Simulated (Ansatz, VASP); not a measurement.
## AgCl: VASP beside Ansatz

Contents of INCAR:

```
SYSTEM = AgCl
  PREC = Accurate
  ENCUT = 500
  EDIFF = 1E-6
  ISMEAR = 0
  SIGMA = 0.01
  LREAL = .FALSE.
  LASPH = .TRUE.
  NELM = 120
  ALGO = Normal
  ISIF = 2
  LWAVE = .FALSE.
  LCHARG = .TRUE.
  GGA = PS
  LELF = .TRUE.
  LVHAR = .TRUE.
  NBANDS = 16
  GGA_COMPAT = .FALSE.
```

KPOINTS

```
regular mesh
0
G
  8 8 8
  0 0 0
```

The input POSCAR:

```
AgCl
1.0
    0.0000000000      2.7237571629      2.7101383771
    2.7237571629      0.0000000000      2.7101383771
    2.7237571629      2.7237571629      0.0000000000
Ag Cl
1 1
Direct
    0.0000000000      0.0000000000      0.0000000000
    0.5000000000      0.5000000000      0.5000000000
```

Input for Ansatz:

```yaml
crystal:
  lattice:
    - [0.0, 2.72375716287, 2.71013837706]
    - [2.72375716287, 0.0, 2.71013837706]
    - [2.72375716287, 2.72375716287, 0.0]
  atoms:
    - { symbol: Ag, position: [0.0, 0.0, 0.0] }
    - { symbol: Cl, position: [0.5, 0.5, 0.5] }
kpoints:
  mp_grid: { grid: [8, 8, 8] }
scf:
  occupations: { method: fixed }
  convergence: { dr2_threshold: 1.0e-10 }
hamiltonian:
  xc: pbesol
  pseudopotentials: { kind: all_electron, lapw: { basis_error: 0.0005 } }
output:
  forces: true
  stress: true
  eigenstates:
    kpoints:
      - [0.0, 0.0, 0.0]
      - [0.0, -0.5, 0.0]
      - [-0.5, 0.0, 0.0]
      - [0.0, 0.0, -0.5]
      - [-0.5, -0.5, -0.5]
      - [-0.5, 0.0, -0.5]
      - [0.0, -0.5, -0.5]
      - [-0.5, -0.5, 0.0]
  eigenvalues: true
```

Change from the starting cell: z stretched by -0.5 %, x and y held.

Alike in both runs: task single point; functional PBEsol; k mesh 8 × 8 × 8; no spin polarisation.

|  | VASP | Ansatz |
| --- | --- | --- |
| version | VASP 6.6.1 | Ansatz 0.2.0 |
| potentials or method | VASP PAW PBE potentials, release 64 (Ag, Cl), cutoff 500 eV | all-electron LAPW, scalar-relativistic |
| occupations | gaussian, width 0.01 eV | fixed |

```tsv
	VASP	Ansatz	Ansatz less VASP
gap on the k mesh at the Fermi level (eV)	0.71	0.71	+0.005
pressure (GPa)	0.2	0.3	+0.10
traceless stress, the component that is largest in VASP (GPa)	0.11	0.11	+0.002
```

VASP's potentials were made for PBE, not for PBEsol. Ansatz ran all-electron here, and VASP with PAW potentials.
